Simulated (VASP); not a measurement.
# Sn (P6/mmm) in VASP: further runs, part 2 of 2

VASP 6.6.1. The steps go on from the part before.

### 3 Single point, PBEsol

This run uses another cell than the first one, of 26.33 Å³/atom, 1.042 times its volume.

Contents of INCAR:

```
SYSTEM = Sn
ALGO = Normal
EDIFF = 1E-7
ENCUT = 520
GGA = PS
ISIF = 2
ISMEAR = -1
LASPH = .TRUE.
LCHARG = .FALSE.
LREAL = .FALSE.
LWAVE = .FALSE.
NBANDS = 28
NELM = 80
PREC = Accurate
SIGMA = 0.1
```

Contents of KPOINTS:

```
k-points
0
G
  8 8 11
  0 0 0
```

Contents of POSCAR:

```
Sn
1.0
    5.3101979245      0.0000000000      0.0000000000
   -2.6550989623      4.5987663018      0.0000000000
    0.0000000000      0.0000000000      3.2349435723
Sn
3
Direct
    0.0000000000      1.0000000000      0.0000000000
    0.3333333333      0.6666666667      0.5000000000
    0.6666666667      0.3333333333      0.5000000000
```

Potentials or basis: VASP PAW PBE potentials, release 64 (Sn_d).

Command:

```bash
> cat potpaw_PBE.64/Sn_d/POTCAR > POTCAR
> mpirun -np 1 vasp_std > vasp.out
```

OUTCAR:

```text
SYSTEM = Sn
   EDIFF = 1E-7
   ENCUT = 520
   GGA = PS
   ISIF = 2
   ISMEAR = -1
   LASPH = .TRUE.
   LREAL = .FALSE.
   NELM = 80
   PREC = Accurate

 ion  position               nearest neighbor table
   1  0.000  0.000  0.000-   2 3.47   3 3.47   2 3.47   3 3.47   3 3.47   3 3.47   2 3.47   2 3.47
                             3 3.47   3 3.47   2 3.47   2 3.47
   2  0.333  0.667  0.500-   3 3.07   3 3.07   3 3.07   1 3.47   1 3.47   1 3.47   1 3.47   1 3.47
                             1 3.47
   3  0.667  0.333  0.500-   2 3.07   2 3.07   2 3.07   1 3.47   1 3.47   1 3.47   1 3.47   1 3.47
                             1 3.47

  LATTYP: Found a hexagonal cell.
[... 942 lines left out ...]
  --------------------------------------------------------------------------------------
  -------------------------------------------------------------------------------------
  Total        0.6846102      0.6846102     -0.8224223     -0.0000000      0.0000000      0.0000000
  in kB       13.8846575     13.8846575    -16.6796419     -0.0000000      0.0000000      0.0000000
  external PRESSURE =       3.6965577 kB  Pullay stress =       0.0000000 kB

 VOLUME and BASIS-vectors are now :
 -----------------------------------------------------------------------------
  energy-cutoff  :      520.00
  volume of cell :       79.00
      direct lattice vectors                 reciprocal lattice vectors
     5.310197924  0.000000000  0.000000000     0.188316898  0.108724812  0.000000000
    -2.655098962  4.598766302  0.000000000     0.000000000  0.217449623  0.000000000
     0.000000000  0.000000000  3.234943572     0.000000000  0.000000000  0.309124403

 POSITION                                       TOTAL-FORCE (eV/Angst)
 -----------------------------------------------------------------------------------
      0.00000      0.00000      0.00000        -0.000000      0.000000      0.000000
     -0.00000      3.06584      1.61747         0.000000      0.000000      0.000000
      2.65510      1.53292      1.61747        -0.000000      0.000000      0.000000
 -----------------------------------------------------------------------------------
    total drift:                               -0.000000      0.000000      0.000000

  FREE ENERGIE OF THE ION-ELECTRON SYSTEM (eV)
  ---------------------------------------------------
  free  energy   TOTEN  =       -12.6761438656 eV

  energy  without entropy=      -12.6124341343  energy(sigma->0) =      -12.64428900
```

stdout:

```text
POSCAR found type information on POSCAR Sn
 POSCAR found :  1 types and       3 ions
 scaLAPACK will be used
 -----------------------------------------------------------------------------
|                                                                             |
|                                                                             |
|     You enforced a specific xc type in the INCAR file but a different       |
|     I HOPE YOU KNOW WHAT YOU ARE DOING!                                     |
|                                                                             |
 -----------------------------------------------------------------------------

 LDA part: xc-table for (Slater+PW92), standard interpolation
 POSCAR, INCAR and KPOINTS ok, starting setup
 FFT: planning ... GRIDC
 FFT: planning ... GRID_SOFT
 FFT: planning ... GRID
 WAVECAR not read
 entering main loop
```

It took 91 s on 1 thread of Intel Xeon 6975P-C, shared host; peak memory 0.24 GiB.

Results:

```yaml
Free_energy: -12.6761 eV
Pressure: 0.4 GPa
Band_gap_on_the_k_mesh: zero (band 21 reaches 9.93 eV, above the bottom of band 22 at 5.77 eV)
```

Stress tensor (GPa, compression positive):
```
 1.39  0.00  0.00
 0.00  1.39  0.00
 0.00  0.00 -1.67
```

Caveat: the PAW data sets were made with another functional, which shifts forces and pressure a little; spin-orbit coupling is left out, which moves the levels of the heavy elements.

### 4 Single point, PBEsol (volume scaled by 1.04)

Contents of INCAR:

```
PREC = Accurate ; ENCUT = 520
EDIFF = 1E-6 ; ISMEAR = -1
SIGMA = 0.1 ; LREAL = F
LASPH = T ; NELM = 100
ALGO = Normal ; ISIF = 2
LWAVE = F ; LCHARG = F
GGA = PS ; NBANDS = 28
```

Contents of KPOINTS:

```
regular mesh
0
Gamma
  8 8 11
```

Contents of POSCAR:

```
Sn
1.0
    5.3800769634      0.0000000000      0.0000000000
   -2.6900384817      4.6592833246      0.0000000000
    0.0000000000      0.0000000000      3.2775135011
Sn
3
Direct
    0.0000000000      1.0000000000      0.0000000000
    0.3333333333      0.6666666667      0.5000000000
    0.6666666667      0.3333333333      0.5000000000
```

Command:

```bash
> cat potpaw_PBE.64/Sn_d/POTCAR > POTCAR
> mpirun -np 1 vasp_std > vasp.out
```

Wall time 79 s (1 thread of Intel Xeon 6975P-C, shared host); peak memory 0.25 GiB.

Results (log left out):

```yaml
Free_energy: -12.6644 eV
Pressure: -1.6 GPa
Band_gap_on_the_k_mesh: zero (band 21 reaches 9.35 eV, above the bottom of band 22 at 5.42 eV)
```

Stress tensor (GPa, compression positive):
```
-0.75  0.00  0.00
 0.00 -0.75  0.00
 0.00  0.00 -3.37
```

Levels at points of the mesh, in eV from the Fermi level:
```
           k point  band 17  band 18  band 19  band 20  band 21  band 22  band 23  band 24  band 25  band 26
(0.00, 0.00, 0.00)    -5.57    -5.23    -2.52    -2.52    -2.39    -2.39     2.98     6.52     7.94     7.97
(0.50, 0.00, 0.00)    -9.24    -6.42    -4.40     1.15     1.29     2.73     3.03     4.13     4.83     4.91
```

Caveat: the cell differs from its parent crystal (volume scaled by 1.04); the PAW data sets were made with another functional, which shifts forces and pressure a little; spin-orbit coupling is left out, which moves the levels of the heavy elements.

### 5 Single point, PBEsol (volume scaled by 1.08)

Contents of INCAR:

```
PREC = Accurate
ENCUT = 520
EDIFF = 1E-6
ISMEAR = -1
SIGMA = 0.1
LREAL = False
LASPH = True
NELM = 60
ALGO = Normal
ISIF = 2
LWAVE = False
LCHARG = True
GGA = PS
LELF = True
LVHAR = True
NBANDS = 28
```

Contents of KPOINTS:

```
Automatic mesh
0
Gamma
  8 8 11
```

Contents of POSCAR:

```
Sn
1.0
    5.4481864338      0.0000000000      0.0000000000
   -2.7240932169      4.7182678562      0.0000000000
    0.0000000000      0.0000000000      3.3190054185
Sn
3
Direct
    0.0000000000      1.0000000000      0.0000000000
    0.3333333333      0.6666666667      0.5000000000
    0.6666666667      0.3333333333      0.5000000000
```

Command:

```bash
> cat potpaw_PBE.64/Sn_d/POTCAR > POTCAR
> mpirun -np 1 vasp_std > vasp.out
```

It took 2.3 min on 1 thread of Intel Xeon 6975P-C, shared host; peak memory 0.27 GiB.

The run converged. Its results:

- Free energy: -12.6174 eV
- Pressure: -3.2 GPa
- Band gap on the k mesh: zero (band 21 reaches 8.82 eV, above the bottom of band 22 at 5.10 eV)

Stress tensor (GPa, compression positive):
```
-2.48  0.00  0.00
 0.00 -2.48  0.00
 0.00  0.00 -4.69
```

Levels at points of the mesh, in eV from the Fermi level:
```tsv
k point	band 19	band 20	band 21	band 22	band 23	band 24
(0.00, 0.00, 0.00)	-2.40	-2.40	-2.26	-2.26	2.91	6.41
(0.50, 0.00, 0.00)	-4.21	1.05	1.19	2.66	2.99	4.00
```

Caveat: the cell differs from its parent crystal (volume scaled by 1.08); the PAW data sets were made with another functional, which shifts forces and pressure a little; spin-orbit coupling is left out, which moves the levels of the heavy elements.

### 6 Single point, PBEsol (volume scaled by 1.12)

Contents of INCAR:

```
  ALGO = Normal
  EDIFF = 1E-7
  ENCUT = 520
  GGA = PS
  ISIF = 2
  ISMEAR = -1
  LASPH = T
  LCHARG = F
  LREAL = F
  LWAVE = F
  NBANDS = 28
  NELM = 100
  PREC = Accurate
  SIGMA = 0.1
```

Contents of KPOINTS:

```
k-points
0
Gamma
  8 8 11
```

Contents of POSCAR:

```
Sn
1.0
    5.5146342805      0.0000000000      0.0000000000
   -2.7573171403      4.7758133795      0.0000000000
    0.0000000000      0.0000000000      3.3594850838
Sn
3
Direct
    0.0000000000      1.0000000000      0.0000000000
    0.3333333333      0.6666666667      0.5000000000
    0.6666666667      0.3333333333      0.5000000000
```

Potentials or basis: VASP PAW PBE potentials, release 64 (Sn_d).

Command:

```bash
> cat potpaw_PBE.64/Sn_d/POTCAR > POTCAR
> mpirun -np 1 vasp_std > vasp.out
```

Wall time 2.5 min (1 thread of Intel Xeon 6975P-C, shared host); peak memory 0.27 GiB.

Results (log left out):

* Free energy: -12.5420 eV
* Pressure: -4.5 GPa
* Band gap on the k mesh: zero (band 21 reaches 8.32 eV, above the bottom of band 22 at 4.80 eV)

Stress tensor (GPa, compression positive):
```
-3.89  0.00  0.00
 0.00 -3.89  0.00
 0.00  0.00 -5.74
```

Levels at points of the mesh, in eV from the Fermi level:
| k point | band 19 | band 20 | band 21 | band 22 | band 23 | band 24 |
| --- | --- | --- | --- | --- | --- | --- |
| (0.00, 0.00, 0.00) | -2.28 | -2.28 | -2.15 | -2.15 | 2.84 | 6.31 |
| (0.50, 0.00, 0.00) | -4.04 | 0.97 | 1.10 | 2.60 | 2.94 | 3.88 |

Caveat: the cell differs from its parent crystal (volume scaled by 1.12); the PAW data sets were made with another functional, which shifts forces and pressure a little; spin-orbit coupling is left out, which moves the levels of the heavy elements.

### 7 Overview

| cell | gap on the mesh (eV) | pressure (GPa) |
| --- | --- | --- |
| a = 5.238, b = 5.238, c = 3.191 Å, angles 90.0, 90.0, 120.0°, 3 atoms | none | 2.9 |
| a = 5.310, b = 5.310, c = 3.235 Å, angles 90.0, 90.0, 120.0°, 3 atoms | none | 0.4 |
| a = 5.380, b = 5.380, c = 3.278 Å, angles 90.0, 90.0, 120.0°, 3 atoms | none | -1.6 |
| a = 5.448, b = 5.448, c = 3.319 Å, angles 90.0, 90.0, 120.0°, 3 atoms | none | -3.2 |
| a = 5.515, b = 5.515, c = 3.359 Å, angles 90.0, 90.0, 120.0°, 3 atoms | none | -4.5 |

Alike in all rows: task single point; level PBEsol; potentials or basis VASP PAW PBE potentials, release 64 (Sn_d); no spin polarisation; k mesh 8 × 8 × 11; cutoff (eV) 520; smearing fermi-dirac 0.1 eV.

Caveats: the PAW data sets were made with another functional, which shifts forces and pressure a little; spin-orbit coupling is left out, which moves the levels of the heavy elements.

Absolute energies hang on the potentials; compare differences alone.
